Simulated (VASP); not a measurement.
# Si2Sn (C2/m) in VASP: single point with PBE

Aim: the single point of Si2Sn with PBE.

Program: VASP 6.6.1. These are calculated values, not measurements. Logs are shortened: lines on timing, memory, paths and dates and some standing lists are left out, and cuts for length are marked.

## Step 1: The cell of the first run

It takes space group C2/m (No. 12, monoclinic). Conventional cell: a = 4.790 Å, b = 4.793 Å, c = 5.518 Å, α = 90.00°, β = 107.81°, γ = 90.00°. Within 3.4 Å of Si (site symmetry m) lie 8 Si at 2.49 to 3.39 Å and 4 Sn at 3.01 to 3.32 Å. Within 4.0 Å of Sn (site symmetry 2/m) lie 10 Si at 3.01 to 3.56 Å and 4 Sn at 3.39 Å.

## Step 2: Single point, PBE

File INCAR:

```
PREC     = Accurate       # precision mode
ENCUT    = 520            # plane-wave cutoff, eV
EDIFF    = 1E-6           # SCF threshold, eV
ISMEAR   = 0              # smearing method
SIGMA    = 0.1            # smearing width, eV
LREAL    = F              # projectors in reciprocal space
LASPH    = T              # aspherical terms in the spheres
NELM     = 60             # most SCF steps
ALGO     = Normal         # electronic algorithm
ISIF     = 2              # what is computed and relaxed
LWAVE    = F              # write WAVECAR
LCHARG   = F              # write CHGCAR
GGA      = PE             # functional
NBANDS   = 18             # bands
```

File KPOINTS:

```
Automatic mesh
0
Gamma
  14 14 8
```

File POSCAR:

```
Si2Sn
1.0
    2.3922678070     -2.3966703178      0.1179127372
    2.3922678070      2.3966703178      0.1179127372
   -1.9441740532      0.0000000000      5.1645721873
Si Sn
2 1
Direct
    0.2749826267      0.2749826267      0.5678491733
    0.7250173733      0.7250173733      0.4321508267
    0.0000000000      0.0000000000      0.0000000000
```

Potentials or basis: VASP PAW PBE potentials, release 64 (Si, Sn_d).

The run is started by

```bash
cat potpaw_PBE.64/Si/POTCAR potpaw_PBE.64/Sn_d/POTCAR > POTCAR
mpirun -np 1 vasp_std > vasp.out
```

OUTCAR:

```text
PREC = Accurate
   ENCUT = 520
   EDIFF = 1E-6
   ISMEAR = 0
   LREAL = F
   LASPH = T
   NELM = 60
   ISIF = 2
   GGA = PE

 ion  position               nearest neighbor table
   1  0.275  0.275  0.568-   2 2.49   2 2.50   2 2.50   2 2.51   3 3.01   3 3.06   3 3.32   3 3.32

   2  0.725  0.725  0.432-   1 2.49   1 2.50   1 2.50   1 2.51   3 3.01   3 3.06   3 3.32   3 3.32

   3  0.000  0.000  0.000-   1 3.01   2 3.01   2 3.06   1 3.06   2 3.32   2 3.32   1 3.32   1 3.32

  LATTYP: Found a base centered monoclinic cell.
 ALAT       =     4.7903439016
 B/A-ratio  =     1.0006255780
 C/A-ratio  =     1.1519818298
 COS(beta)  =    -0.3058081293

  Lattice vectors:

 A1 = (   2.3922678070,  -2.3966703178,   0.1179127372)
 A2 = (   2.3922678070,   2.3966703178,   0.1179127372)
 A3 = (  -1.9441740532,   0.0000000000,   5.1645721873)

Analysis of symmetry for initial positions (statically):
=====================================================================
 Subroutine PRICEL returns:
 Original cell was already a primitive cell.

 Routine SETGRP: Setting up the symmetry group for a
 base centered monoclinic supercell.

 Subroutine GETGRP returns: Found  4 space group operations
 (whereof  4 operations were pure point group operations)
 out of a pool of  4 trial point group operations.

The static configuration has the point symmetry C_2h.

Analysis of symmetry for dynamics (positions and initial velocities):
=====================================================================
 Subroutine PRICEL returns:
 Original cell was already a primitive cell.

 Routine SETGRP: Setting up the symmetry group for a
 base centered monoclinic supercell.

 Subroutine GETGRP returns: Found  4 space group operations
 (whereof  4 operations were pure point group operations)
 out of a pool of  4 trial point group operations.

The dynamic configuration has the point symmetry C_2h.

 Subroutine INISYM returns: Found  4 space group operations
 (whereof  4 operations are pure point group operations),
 and found     1 'primitive' translations

----------------------------------------------------------------------------------------

                                     Primitive cell

  volume of cell :      60.3208

  direct lattice vectors                    reciprocal lattice vectors
     2.392267807 -2.396670318  0.117912737     0.205199308 -0.208622770  0.077246121
     2.392267807  2.396670318  0.117912737     0.205199308  0.208622770  0.077246121
    -1.944174053  0.000000000  5.164572187    -0.009369842  0.000000000  0.190099656

  length of vectors
     3.388344328  3.388344328  5.518389133     0.302650259  0.302650259  0.190330432

  position of ions in fractional coordinates (direct lattice)
     0.274982627  0.274982627  0.567849173
     0.725017373  0.725017373  0.432150827
     0.000000000  0.000000000  0.000000000

  ion indices of the primitive-cell ions
   primitive index   ion index
                 1           1
                 2           2
                 3           3

----------------------------------------------------------------------------------------

 KPOINTS: Automatic mesh

Automatic generation of k-mesh.
 Grid dimensions read from file:
 generate k-points for:   14   14    8

 Generating k-lattice:

  Cartesian coordinates                     Fractional coordinates (reciprocal lattice)
     0.014657093 -0.014901626  0.005517580     0.071428571  0.000000000  0.000000000
     0.014657093  0.014901626  0.005517580     0.000000000  0.071428571  0.000000000
    -0.001171230  0.000000000  0.023762457    -0.000000000 -0.000000000  0.125000000

  Length of vectors
     0.021617876  0.021617876  0.023791304

  Shift w.r.t. Gamma in fractional coordinates (k-lattice)
     0.000000000  0.000000000  0.000000000

 Subroutine IBZKPT returns following result:
 ===========================================

 Found    429 irreducible k-points:

 Following reciprocal coordinates:
            Coordinates               Weight
  0.000000  0.000000  0.000000      1.000000
  0.071429  0.000000  0.000000      4.000000
  0.142857  0.000000  0.000000      4.000000
  0.214286  0.000000  0.000000      4.000000
  0.285714 -0.000000  0.000000      4.000000
  0.357143  0.000000  0.000000      4.000000
[... 16 lines left out ...]
  0.214286  0.142857  0.000000      4.000000
  0.285714  0.142857  0.000000      4.000000
 [... further k-points ...]
   k-points           NKPTS =    429   k-points in BZ     NKDIM =    429   number of bands    NBANDS=     18
   number of dos      NEDOS =    301   number of ions     NIONS =      3
   total plane-waves  NPLWV =  32928
   dimension x,y,z NGX =    28 NGY =   28 NGZ =   42
   dimension x,y,z NGXF=    56 NGYF=   56 NGZF=   84
   ions per type =               2   1
   NGX,Y,Z   is equivalent  to a cutoff of  13.74, 13.74, 12.65 a.u.
   NGXF,Y,Z  is equivalent  to a cutoff of  27.48, 27.48, 25.31 a.u.
 SYSTEM =  unknown system
   PREC   = accura    normal or accurate (medium, high low for compatibility)
   ISTART =      0    job   : 0-new  1-cont  2-samecut
   ICHARG =      2    charge: 1-file 2-atom 10-const
   ISPIN  =      1    spin polarized calculation?
   LNONCOLLINEAR =      F non collinear calculations
   LSORBIT =      F    spin-orbit coupling
   LASPH  =      T    aspherical Exc in radial PAW
   ENCUT  =  520.0 eV  38.22 Ry    6.18 a.u.   6.30  6.30 10.26*2*pi/ulx,y,z
   NELM   =     60;   NELMIN=  2; NELMDL= -5     # of ELM steps
   EDIFF  = 0.1E-05   stopping-criterion for ELM
   LREAL  =      F    real-space projection
   EDIFFG = 0.1E-04   stopping-criterion for IOM
   NSW    =      0    number of steps for IOM
   IBRION =     -1    ionic relax: 0-MD 1-quasi-New 2-CG
   NFREE  =      0    steps in history (QN), initial steepest desc. (CG)
   ISIF   =      2    stress and relaxation
   ISYM   =      2    0-nonsym 1-usesym 2-fastsym
   POTIM  = 0.5000    time-step for ionic-motion
   TEBEG  =    0.0;   TEEND  =   0.0 temperature during run
   PSTRESS=    0.0 pullay stress
   NELECT =      22.0000    total number of electrons
   NUPDOWN=      -1.0000    fix difference up-down
   EMIN   =  10.00;   EMAX   =-10.00  energy-range for DOS
   EFERMI =   0.00;   METHOD = LEGACY
   ISMEAR =     0;   SIGMA  =   0.10  broadening in eV -4-tet -1-fermi 0-gaus
   EFERMI_NEDOS =   21; number of points for ismear=-14 and -15
   IALGO  =     38    algorithm
   IMIX   =      4    mixing-type and parameters
     AMIX     =   0.40;   BMIX     =  1.00
     AMIX_MAG =   1.60;   BMIX_MAG =  1.00
  volume/ion in A,a.u.               =      20.11       135.69
  Fermi-wavevector in a.u.,A,eV,Ry     =   1.169661  2.210339 18.614235  1.368108
  Thomas-Fermi vector in A             =   2.306131
   LORBIT       =      0    0 simple, 1 ext, 2 COOP (PROOUT), +10 PAW based schemes
   GGA     = PE    functional components
   LHFCALC =     F    Hartree Fock is set to
   AEXX    =    0.0000 exact exchange contribution
   IVDW    =     0    specifies the selected vdW correction
   LEPSILON=     F    determine dielectric tensor
   LRPA    =     F    only Hartree local field effects (RPA)
 non-spin polarized calculation
 Gauss-broadening in eV      SIGMA  =   0.10
  energy-cutoff  :      520.00
  volume of cell :       60.32
 maximum number of plane-waves:      1639
 NGX is ok and might be reduce to    28
   NGX = 13   NGY = 13   NGZ = 21

 number of electron      22.0000004 magnetization

 Free energy of the ion-electron system (eV)
  ---------------------------------------------------
  ext. energy  EPLUGINS =         0.00000000
  ---------------------------------------------------
  free energy    TOTEN  =       -13.52938065 eV

  energy without entropy =      -13.52347009  energy(sigma->0) =      -13.52642537

 E-fermi :   8.0853     XC(G=0): -10.4623

 val. band max:        8.0837303510   @ k =  -0.2143   0.2857   0.3750
 cond. band min:       8.0862874711   @ k =   0.2857  -0.0000   0.0000
 fundamental gap:      0.0025571200
 Fermi energy:         8.0853419536

 k-point     1 :       0.0000    0.0000    0.0000
  band No.  band energies     occupation
      1     -13.5081      2.00000
      2     -13.4457      2.00000
      3     -13.3718      2.00000
      4     -13.3717      2.00000
      5     -13.3531      2.00000
      6      -4.4783      2.00000
[... 10 lines left out ...]
     17      15.8842      0.00000
     18      17.3415      0.00000

 k-point     2 :       0.0714    0.0000    0.0000
  band No.  band energies     occupation
      1     -13.5034      2.00000
      2     -13.4436      2.00000
      3     -13.3742      2.00000
      4     -13.3716      2.00000
      5     -13.3551      2.00000
      6      -4.4108      2.00000
[... 10 lines left out ...]
     17      15.7916      0.00000
     18      16.4650      0.00000

 k-point     3 :       0.1429    0.0000    0.0000
  band No.  band energies     occupation
      1     -13.4916      2.00000
      2     -13.4361      2.00000
      3     -13.3811      2.00000
      4     -13.3711      2.00000
      5     -13.3604      2.00000
      6      -4.2085      2.00000
[... 10 lines left out ...]
     17      15.2888      0.00000
     18      16.3448      0.00000

 k-point     4 :       0.2143    0.0000    0.0000
  band No.  band energies     occupation
      1     -13.4791      2.00000
      2     -13.4208      2.00000
      3     -13.3911      2.00000
      4     -13.3715      2.00000
      5     -13.3669      2.00000
      6      -3.8720      2.00000
[... 375 lines left out ...]
      4     -13.3797      2.00000
      5     -13.3682      2.00000
      6      -3.9199      2.00000
[... 10 lines left out ...]
     17      14.6490      0.00000
     18      15.1109      0.00000

 k-point    23 :       0.2143    0.1429    0.0000
  band No.  band energies     occupation
      1     -13.4545      2.00000
      2     -13.4194      2.00000
      3     -13.3901      2.00000
      4     -13.3799      2.00000
      5     -13.3757      2.00000
      6      -3.5750      2.00000
[... 10 lines left out ...]
     17      14.7405      0.00000
     18      15.0619      0.00000

 k-point    24 :       0.2857    0.1429    0.0000
  band No.  band energies     occupation
      1     -13.4458      2.00000
      2     -13.4011      2.00000
      3     -13.3989      2.00000
      4     -13.3849      2.00000
      5     -13.3770      2.00000
      6      -3.0986      2.00000
[... 10 lines left out ...]
     17      14.7848      0.00000
     18      16.2401      0.00000

 [... further k-points ...]
[... 5 lines left out ...]
  --------------------------------------------------------------------------------------
  -------------------------------------------------------------------------------------
  Total       -0.0132781     -0.0257339     -0.0147610      0.0000000      0.0000000     -0.0019262
  in kB       -0.3526802     -0.6835166     -0.3920675      0.0000000      0.0000000     -0.0511622
  external PRESSURE =      -0.4760881 kB  Pullay stress =       0.0000000 kB

 VOLUME and BASIS-vectors are now :
 -----------------------------------------------------------------------------
  energy-cutoff  :      520.00
  volume of cell :       60.32
      direct lattice vectors                 reciprocal lattice vectors
     2.392267807 -2.396670318  0.117912737     0.205199308 -0.208622770  0.077246121
     2.392267807  2.396670318  0.117912737     0.205199308  0.208622770  0.077246121
    -1.944174053  0.000000000  5.164572187    -0.009369842  0.000000000  0.190099656

 POSITION                                       TOTAL-FORCE (eV/Angst)
 -----------------------------------------------------------------------------------
      0.21167      0.00000      2.99755         0.000500      0.000000      0.000283
      2.62870      0.00000      2.40285        -0.000500      0.000000     -0.000283
      0.00000      0.00000      0.00000        -0.000000      0.000000      0.000000
 -----------------------------------------------------------------------------------
    total drift:                               -0.000000      0.000000      0.000000

  FREE ENERGIE OF THE ION-ELECTRON SYSTEM (eV)
  ---------------------------------------------------
  free  energy   TOTEN  =       -13.5293806463 eV

  energy  without entropy=      -13.5234700918  energy(sigma->0) =      -13.52642537
```

Wall time 7 min (1 thread of Intel Xeon 8259CL, shared host); peak memory 0.52 GiB.

What came out:

| Item | Value |
| --- | --- |
| Free energy | -13.5294 eV |
| Pressure | 0.0 GPa |
| Band gap on the k mesh | zero (bands 11 and 12 overlap by 4.23 eV) |

Levels at points of the mesh, in eV from the Fermi level:
| k point | band 7 | band 8 | band 9 | band 10 | band 11 | band 12 | band 13 | band 14 | band 15 | band 16 |
| --- | --- | --- | --- | --- | --- | --- | --- | --- | --- | --- |
| (0.00, 0.00, 0.00) | -7.22 | -5.85 | -0.92 | -0.88 | 0.31 | 2.46 | 3.21 | 3.37 | 3.76 | 7.15 |
| (0.50, 0.00, 0.00) | -9.03 | -5.58 | -4.32 | -1.11 | -0.79 | 1.87 | 1.88 | 3.97 | 4.75 | 5.59 |
| (0.50, 0.50, 0.00) | -6.37 | -5.67 | -5.39 | -3.66 | -2.23 | -0.50 | -0.27 | 0.34 | 2.21 | 4.00 |
| (0.00, 0.00, 0.50) | -9.79 | -1.27 | -1.12 | -0.84 | 0.28 | 1.20 | 2.75 | 3.54 | 4.81 | 6.20 |
| (0.50, 0.00, 0.50) | -9.01 | -6.88 | -4.65 | 0.42 | 0.87 | 1.72 | 1.91 | 3.74 | 4.57 | 5.16 |
| (0.50, 0.50, 0.50) | -6.41 | -5.59 | -5.22 | -4.39 | -2.25 | -1.72 | 0.26 | 1.09 | 2.83 | 5.32 |

Caveat: spin-orbit coupling is left out, which moves the levels of the heavy elements.
